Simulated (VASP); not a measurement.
# Al3GaN4 (R3m) in VASP: notebook

Al3GaN4 is run at these levels: PBEsol; tasks: single point.

Everything below comes from runs of VASP 6.6.1. Logs are shortened: lines on timing, memory, paths and dates and some standing lists are left out, and cuts for length are marked.

## 1. The cell of the first run

It takes space group R3m (No. 160, trigonal). Conventional cell: a = 6.388 Å, b = 6.388 Å, c = 6.565 Å, α = 90.00°, β = 90.00°, γ = 120.00°. Al (site symmetry m) has 4 N at 1.63 to 1.91 Å within 2.2 Å. Within 2.2 Å of Ga (site symmetry 3m) lie 4 N at 1.68 to 1.96 Å. N (site symmetry m) has 3 Al at 1.63 to 1.91 Å and 1 Ga at 1.96 Å within 2.2 Å. Within 2.2 Å of N (site symmetry 3m) lie 1 Ga at 1.68 Å and 3 Al at 1.91 Å.

## 2. Single point, PBEsol

File INCAR:

```
SYSTEM = Al3GaN4
PREC = Accurate ; ENCUT = 520
EDIFF = 1E-7 ; ISMEAR = 0
SIGMA = 0.05 ; LREAL = .False.
LASPH = .True. ; NELM = 100
ALGO = Normal ; ISIF = 2
LWAVE = .False. ; LCHARG = .True.
GGA = PS ; LELF = .True.
LVHAR = .True. ; NBANDS = 31
```

File KPOINTS:

```
regular mesh
0
Gamma
  6 6 6
  0 0 0
```

File POSCAR:

```
Al3GaN4
1.0
    4.2749048883     -0.2423915143     -0.2423915143
   -0.2423915143      4.2749048883     -0.2423915143
   -0.2423915143     -0.2423915143      4.2749048883
Al Ga N
3 1 4
Direct
    0.5000000000      0.5000000000      0.0000000000
    0.5000000000      0.0000000000      0.5000000000
    0.0000000000      0.5000000000      0.5000000000
    0.0000000000      0.0000000000      0.0000000000
    0.7447140287      0.7447140287      0.2552859713
    0.7447140287      0.2552859713      0.7447140287
    0.2552859713      0.7447140287      0.7447140287
    0.2552859713      0.2552859713      0.2552859713
```

Potentials or basis: VASP PAW PBE potentials, release 64 (Al, Ga_d, N).

Launch:

```bash
$ cat potpaw_PBE.64/Al/POTCAR potpaw_PBE.64/Ga_d/POTCAR potpaw_PBE.64/N/POTCAR > POTCAR
$ mpirun -np 1 vasp_std > vasp.out
```

OUTCAR:

```text
SYSTEM = Al3GaN4
   PREC = Accurate
   ENCUT = 520
   EDIFF = 1E-7
   ISMEAR = 0
   LREAL = .False.
   LASPH = .True.
   NELM = 100
   ISIF = 2
   GGA = PS

 ion  position               nearest neighbor table
   1  0.500  0.500  0.000-   5 1.63   6 1.91   7 1.91   8 1.91   3 2.86   4 2.86   2 2.86   2 2.86
                             3 2.86   4 2.86   2 3.19   3 3.19   3 3.19   2 3.19
   2  0.500  0.000  0.500-   6 1.63   5 1.91   7 1.91   8 1.91   3 2.86   4 2.86   1 2.86   1 2.86
                             4 2.86   3 2.86   1 3.19   3 3.19   1 3.19   3 3.19
   3  0.000  0.500  0.500-   7 1.63   6 1.91   5 1.91   8 1.91   2 2.86   4 2.86   1 2.86   4 2.86
                             1 2.86   2 2.86   1 3.19   2 3.19   2 3.19   1 3.19
   4  0.000  0.000  0.000-   8 1.68   6 1.96   7 1.96   5 1.96   2 2.86   3 2.86   1 2.86   3 2.86
                             2 2.86   1 2.86
   5  0.745  0.745  0.255-   1 1.63   2 1.91   3 1.91   4 1.96
   6  0.745  0.255  0.745-   2 1.63   1 1.91   3 1.91   4 1.96
   7  0.255  0.745  0.745-   3 1.63   2 1.91   1 1.91   4 1.96
   8  0.255  0.255  0.255-   4 1.68   2 1.91   3 1.91   1 1.91

  LATTYP: Found a trigonal (rhomboedric) cell.
 ALAT       =     4.2886267145
 COS(alpha) =    -0.1094830773

  Lattice vectors:

 A1 = (   4.2749048883,  -0.2423915143,  -0.2423915143)
 A2 = (  -0.2423915143,   4.2749048883,  -0.2423915143)
 A3 = (  -0.2423915143,  -0.2423915143,   4.2749048883)

Analysis of symmetry for initial positions (statically):
=====================================================================
 Subroutine PRICEL returns:
 Original cell was already a primitive cell.

 Routine SETGRP: Setting up the symmetry group for a
 trigonal (rhombohedral) supercell.

 Subroutine GETGRP returns: Found  6 space group operations
 (whereof  6 operations were pure point group operations)
 out of a pool of 12 trial point group operations.

The static configuration has the point symmetry C_3v.

Analysis of symmetry for dynamics (positions and initial velocities):
=====================================================================
 Subroutine PRICEL returns:
 Original cell was already a primitive cell.

 Routine SETGRP: Setting up the symmetry group for a
 trigonal (rhombohedral) supercell.

 Subroutine GETGRP returns: Found  6 space group operations
 (whereof  6 operations were pure point group operations)
 out of a pool of 12 trial point group operations.

The dynamic configuration has the point symmetry C_3v.

 Subroutine INISYM returns: Found  6 space group operations
 (whereof  6 operations are pure point group operations),
 and found     1 'primitive' translations

----------------------------------------------------------------------------------------

                                     Primitive cell

  volume of cell :      77.3411

  direct lattice vectors                    reciprocal lattice vectors
     4.274904888 -0.242391514 -0.242391514     0.235528819  0.014157470  0.014157470
    -0.242391514  4.274904888 -0.242391514     0.014157470  0.235528819  0.014157470
    -0.242391514 -0.242391514  4.274904888     0.014157470  0.014157470  0.235528819

  length of vectors
     4.288626715  4.288626715  4.288626715     0.236378283  0.236378283  0.236378283

  position of ions in fractional coordinates (direct lattice)
     0.500000000  0.500000000  0.000000000
     0.500000000  0.000000000  0.500000000
     0.000000000  0.500000000  0.500000000
     0.000000000  0.000000000  0.000000000
     0.744714029  0.744714029  0.255285971
     0.744714029  0.255285971  0.744714029
     0.255285971  0.744714029  0.744714029
     0.255285971  0.255285971  0.255285971

  ion indices of the primitive-cell ions
   primitive index   ion index
                 1           1
                 2           2
                 3           3
                 4           4
                 5           5
                 6           6
                 7           7
                 8           8

----------------------------------------------------------------------------------------

 KPOINTS: regular mesh

Automatic generation of k-mesh.
 Grid dimensions read from file:
 generate k-points for:    6    6    6

 Generating k-lattice:

  Cartesian coordinates                     Fractional coordinates (reciprocal lattice)
     0.039254803  0.002359578  0.002359578     0.166666667  0.000000000  0.000000000
     0.002359578  0.039254803  0.002359578     0.000000000  0.166666667  0.000000000
     0.002359578  0.002359578  0.039254803     0.000000000  0.000000000  0.166666667

  Length of vectors
     0.039396380  0.039396380  0.039396380

  Shift w.r.t. Gamma in fractional coordinates (k-lattice)
     0.000000000  0.000000000  0.000000000

 Subroutine IBZKPT returns following result:
 ===========================================

 Found     32 irreducible k-points:

 Following reciprocal coordinates:
            Coordinates               Weight
  0.000000  0.000000  0.000000      1.000000
  0.166667 -0.000000 -0.000000      6.000000
  0.333333 -0.000000  0.000000      6.000000
  0.500000 -0.000000 -0.000000      3.000000
  0.166667  0.166667 -0.000000      6.000000
  0.333333  0.166667  0.000000     12.000000
[... 16 lines left out ...]
  0.500000  0.500000  0.166667      6.000000
 -0.333333  0.500000  0.166667     12.000000
 [... further k-points ...]
   k-points           NKPTS =     32   k-points in BZ     NKDIM =     32   number of bands    NBANDS=     31
   number of dos      NEDOS =    301   number of ions     NIONS =      8
   total plane-waves  NPLWV =  32768
   dimension x,y,z NGX =    32 NGY =   32 NGZ =   32
   dimension x,y,z NGXF=    64 NGYF=   64 NGZF=   64
   ions per type =               3   1   4
   NGX,Y,Z   is equivalent  to a cutoff of  12.40, 12.40, 12.40 a.u.
   NGXF,Y,Z  is equivalent  to a cutoff of  24.81, 24.81, 24.81 a.u.
 SYSTEM =  Al3GaN4
   PREC   = accura    normal or accurate (medium, high low for compatibility)
   ISTART =      0    job   : 0-new  1-cont  2-samecut
   ICHARG =      2    charge: 1-file 2-atom 10-const
   ISPIN  =      1    spin polarized calculation?
   LNONCOLLINEAR =      F non collinear calculations
   LSORBIT =      F    spin-orbit coupling
   LASPH  =      T    aspherical Exc in radial PAW
   ENCUT  =  520.0 eV  38.22 Ry    6.18 a.u.   7.97  7.97  7.97*2*pi/ulx,y,z
   NELM   =    100;   NELMIN=  2; NELMDL= -5     # of ELM steps
   EDIFF  = 0.1E-06   stopping-criterion for ELM
   LREAL  =      F    real-space projection
   EDIFFG = 0.1E-05   stopping-criterion for IOM
   NSW    =      0    number of steps for IOM
   IBRION =     -1    ionic relax: 0-MD 1-quasi-New 2-CG
   NFREE  =      0    steps in history (QN), initial steepest desc. (CG)
   ISIF   =      2    stress and relaxation
   ISYM   =      2    0-nonsym 1-usesym 2-fastsym
   POTIM  = 0.5000    time-step for ionic-motion
   TEBEG  =    0.0;   TEEND  =   0.0 temperature during run
   PSTRESS=    0.0 pullay stress
   NELECT =      42.0000    total number of electrons
   NUPDOWN=      -1.0000    fix difference up-down
   EMIN   =  10.00;   EMAX   =-10.00  energy-range for DOS
   EFERMI =   0.00;   METHOD = LEGACY
   ISMEAR =     0;   SIGMA  =   0.05  broadening in eV -4-tet -1-fermi 0-gaus
   EFERMI_NEDOS =   21; number of points for ismear=-14 and -15
   IALGO  =     38    algorithm
   IMIX   =      4    mixing-type and parameters
     AMIX     =   0.40;   BMIX     =  1.00
     AMIX_MAG =   1.60;   BMIX_MAG =  1.00
  volume/ion in A,a.u.               =       9.67        65.24
  Fermi-wavevector in a.u.,A,eV,Ry     =   1.335635  2.523984 24.271719  1.783921
  Thomas-Fermi vector in A             =   2.464324
   LORBIT       =      0    0 simple, 1 ext, 2 COOP (PROOUT), +10 PAW based schemes
   GGA     = PS    functional components
   LHFCALC =     F    Hartree Fock is set to
   AEXX    =    0.0000 exact exchange contribution
   IVDW    =     0    specifies the selected vdW correction
   LEPSILON=     F    determine dielectric tensor
   LRPA    =     F    only Hartree local field effects (RPA)
 non-spin polarized calculation
 Gauss-broadening in eV      SIGMA  =   0.05
  energy-cutoff  :      520.00
  volume of cell :       77.34
 maximum number of plane-waves:      2096
   NGX = 15   NGY = 15   NGZ = 15

 number of electron      41.9999995 magnetization

 Free energy of the ion-electron system (eV)
  ---------------------------------------------------
  ext. energy  EPLUGINS =         0.00000000
  ---------------------------------------------------
  free energy    TOTEN  =       -56.21262395 eV

  energy without entropy =      -56.21262395  energy(sigma->0) =      -56.21262395

 E-fermi :   7.3356     XC(G=0): -11.7916

 val. band max:        7.0651660457   @ k =   0.0000   0.0000   0.0000
 cond. band min:       9.6750560255   @ k =   0.0000   0.0000   0.0000
 fundamental gap:      2.6098899798
 Fermi energy:         7.3356300159

 k-point     1 :       0.0000    0.0000    0.0000
  band No.  band energies     occupation
      1      -9.2943      2.00000
      2      -7.5816      2.00000
      3      -6.7925      2.00000
      4      -6.7925      2.00000
      5      -6.0217      2.00000
      6      -6.0217      2.00000
[... 23 lines left out ...]
     30      17.9283      0.00000
     31      20.0753      0.00000

 k-point     2 :       0.1667   -0.0000   -0.0000
  band No.  band energies     occupation
      1      -9.1544      2.00000
      2      -7.6056      2.00000
      3      -6.8657      2.00000
      4      -6.8010      2.00000
      5      -6.0200      2.00000
      6      -6.0146      2.00000
[... 23 lines left out ...]
     30      18.2738      0.00000
     31      19.7858      0.00000

 k-point     3 :       0.3333   -0.0000    0.0000
  band No.  band energies     occupation
      1      -8.7723      2.00000
      2      -7.7137      2.00000
      3      -7.0897      2.00000
      4      -6.8176      2.00000
      5      -6.0162      2.00000
      6      -5.9956      2.00000
[... 703 lines left out ...]
     30      17.2555      0.00000
     31      18.3204      0.00000

 k-point    24 :      -0.3333    0.5000    0.1667
  band No.  band energies     occupation
      1      -8.2219      2.00000
      2      -7.6215      2.00000
      3      -7.3441      2.00000
      4      -6.7996      2.00000
      5      -5.9879      2.00000
      6      -5.9701      2.00000
[... 23 lines left out ...]
     30      17.8347      0.00000
     31      18.2863      0.00000

 [... further k-points ...]

------------------------ aborting loop because EDIFF is reached ----------------------------------------

  FORCE on cell =-STRESS in cart. coord.  units (eV):
  Direction    XX          YY          ZZ          XY          YZ          ZX
  --------------------------------------------------------------------------------------
  -------------------------------------------------------------------------------------
  Total       17.5237131     17.5237131     17.5237131     18.9377864     18.9377864     18.9377864
  in kB      363.0165013    363.0165013    363.0165013    392.3100612    392.3100612    392.3100612
  external PRESSURE =     363.0165013 kB  Pullay stress =       0.0000000 kB

 VOLUME and BASIS-vectors are now :
 -----------------------------------------------------------------------------
  energy-cutoff  :      520.00
  volume of cell :       77.34
      direct lattice vectors                 reciprocal lattice vectors
     4.274904888 -0.242391514 -0.242391514     0.235528819  0.014157470  0.014157470
    -0.242391514  4.274904888 -0.242391514     0.014157470  0.235528819  0.014157470
    -0.242391514 -0.242391514  4.274904888     0.014157470  0.014157470  0.235528819

 POSITION                                       TOTAL-FORCE (eV/Angst)
 -----------------------------------------------------------------------------------
      2.01626      2.01626     -0.24239        -2.925899     -2.925899     -3.236300
      2.01626     -0.24239      2.01626        -2.925899     -3.236300     -2.925899
     -0.24239      2.01626      2.01626        -3.236300     -2.925899     -2.925899
      0.00000      0.00000      0.00000        -3.032386     -3.032386     -3.032386
      2.94119      2.94119      0.73030         2.984482      2.984482      3.271873
      2.94119      0.73030      2.94119         2.984482      3.271873      2.984482
      0.73030      2.94119      2.94119         3.271873      2.984482      2.984482
      0.96756      0.96756      0.96756         2.879648      2.879648      2.879648
 -----------------------------------------------------------------------------------
    total drift:                               -0.000224     -0.000224     -0.000223

  FREE ENERGIE OF THE ION-ELECTRON SYSTEM (eV)
  ---------------------------------------------------
  free  energy   TOTEN  =       -56.2126239484 eV

  energy  without entropy=      -56.2126239484  energy(sigma->0) =      -56.21262395
```

Wall time 62 s (1 thread of Intel Xeon 6975P-C, shared host); peak memory 0.22 GiB.

What came out:

| Item | Value |
| --- | --- |
| Free energy | -56.2126 eV |
| Pressure | 36.3 GPa |
| Largest force | 5.340 eV/Å |
| Band gap on the k mesh | 2.61 eV, direct |

Forces in eV/Å, atoms in the order of the input:
```
Al  -2.926 -2.926 -3.236
Al  -2.926 -3.236 -2.926
Al  -3.236 -2.926 -2.926
Ga  -3.032 -3.032 -3.032
N    2.984  2.984  3.272
N    2.984  3.272  2.984
N    3.272  2.984  2.984
N    2.880  2.880  2.880
```

Caveat: the PAW data sets were made with another functional, which shifts forces and pressure a little.

## 3. Single point, PBEsol

File INCAR:

```
SYSTEM = Al3GaN4
ALGO     = Normal         ! electronic algorithm
EDIFF    = 1E-6           ! SCF threshold, eV
ENCUT    = 520            ! plane-wave cutoff, eV
GGA      = PS             ! functional
ISIF     = 2              ! what is computed and relaxed
ISMEAR   = 0              ! smearing method
LASPH    = .True.         ! aspherical terms in the spheres
LCHARG   = .False.        ! write CHGCAR
LREAL    = .False.        ! projectors in reciprocal space
LWAVE    = .False.        ! write WAVECAR
NBANDS   = 31             ! bands
NELM     = 100            ! most SCF steps
PREC     = Accurate       ! precision mode
SIGMA    = 0.05           ! smearing width, eV
```

File KPOINTS:

```
k-points
0
Gamma
  6 6 6
  0 0 0
```

Edit POSCAR of step 2 so:

```diff
@@ -2,5 +2,5 @@
 1.0
-    4.2749048883     -0.2423915143     -0.2423915143
-   -0.2423915143      4.2749048883     -0.2423915143
-   -0.2423915143     -0.2423915143      4.2749048883
+    4.2749048883      0.2423915143      0.2423915143
+    0.2423915143      4.2749048883      0.2423915143
+    0.2423915143      0.2423915143      4.2749048883
 Al Ga N
```

Potentials or basis: VASP PAW PBE potentials, release 64 (Al, Ga_d, N).

Launch:

```bash
$ cat potpaw_PBE.64/Al/POTCAR potpaw_PBE.64/Ga_d/POTCAR potpaw_PBE.64/N/POTCAR > POTCAR
$ mpirun -np 1 vasp_std > vasp.out
```

It took 52 s on 1 thread of Intel Xeon 6975P-C, shared host; peak memory 0.21 GiB.

The run converged. Its results:

| Quantity | Value |
| --- | --- |
| Free energy | -57.0600 eV |
| Pressure | 32.7 GPa |
| Largest force | 1.749 eV/Å |
| Band gap on the k mesh | 2.42 eV, direct |

Forces on the atoms (eV/Å):
```
Al   0.943  0.943  0.950
Al   0.943  0.950  0.943
Al   0.950  0.943  0.943
Ga   0.987  0.987  0.987
N   -0.999 -0.999 -1.031
N   -0.999 -1.031 -0.999
N   -1.031 -0.999 -0.999
N   -0.795 -0.795 -0.795
```

Stress tensor (GPa, compression positive):
```
 32.71 -27.63 -27.63
-27.63  32.71 -27.63
-27.63 -27.63  32.71
```

Levels at points of the mesh, in eV from the valence-band top:
| k point | band 18 | band 19 | band 20 | band 21 | band 22 | band 23 | band 24 | band 25 |
| --- | --- | --- | --- | --- | --- | --- | --- | --- |
| (0.00, 0.00, 0.00) | -1.79 | -1.18 | 0.00 | 0.00 | 2.42 | 2.88 | 2.88 | 2.90 |
| (0.50, 0.00, 0.00) | -2.24 | -1.97 | -1.10 | -0.76 | 4.89 | 5.12 | 5.64 | 5.76 |
| (0.50, 0.50, 0.00) | -1.39 | -1.23 | -0.70 | -0.51 | 6.54 | 7.05 | 7.06 | 7.58 |
| (0.50, 0.50, 0.50) | -0.88 | -0.88 | -0.18 | -0.18 | 5.23 | 6.51 | 6.51 | 8.43 |

Caveat: the PAW data sets were made with another functional, which shifts forces and pressure a little.

(Part 1 of 2 ends here.)
